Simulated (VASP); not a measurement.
A run of VASP 6.6.1 is set up as follows.

The input POSCAR:

```
AlN
1.0
    0.0000000000      2.1848764208      2.1848764208
    2.1848764208      0.0000000000      2.1848764208
    2.1848764208      2.1848764208      0.0000000000
Al N
1 1
Direct
    0.0000000000      0.0000000000      0.0000000000
    0.2500000000      0.2500000000      0.2500000000
```

File INCAR.step1:

```
ALGO = Normal
EDIFF = 1E-5
ENCUT = 520
GGA = PE
ISIF = 2
ISMEAR = 0
LASPH = T
LCHARG = F
LREAL = F
LWAVE = T
NBANDS = 11
NELM = 60
PREC = Accurate
SIGMA = 0.01
```

Contents of INCAR.step2:

```
ALGO = Normal
EDIFF = 1E-7
ENCUT = 520
GGA = PE
HFSCREEN = 0.2079
ISIF = 2
ISMEAR = 0
ISTART = 1
LASPH = T
LCHARG = F
LHFCALC = T
LREAL = F
LWAVE = F
NBANDS = 11
NELM = 60
PREC = Accurate
PRECFOCK = Normal
SIGMA = 0.01
```

KPOINTS

```
k-points
0
Gamma
  4 4 4
```

Potentials or basis: VASP PAW PBE potentials, release 64 (Al, N).

The run is started by

```console
$ cat potpaw_PBE.64/Al/POTCAR potpaw_PBE.64/N/POTCAR > POTCAR
$ cp INCAR.step1 INCAR
$ mpirun -np 1 vasp_std > vasp.out
$ cp INCAR.step2 INCAR
$ mpirun -np 1 vasp_std > vasp.out
```

Problem. What does it give for the pressure?

Solution. -0.8 GPa.

Problem. Estimate the band gap on the k mesh.

Solution. 4.55 eV, indirect (least direct gap 5.56 eV).

Caveat: the k points lie up to 0.62 Å⁻¹ apart; the PAW data sets were made with another functional, which shifts forces and pressure a little. A k mesh can miss the band edges.
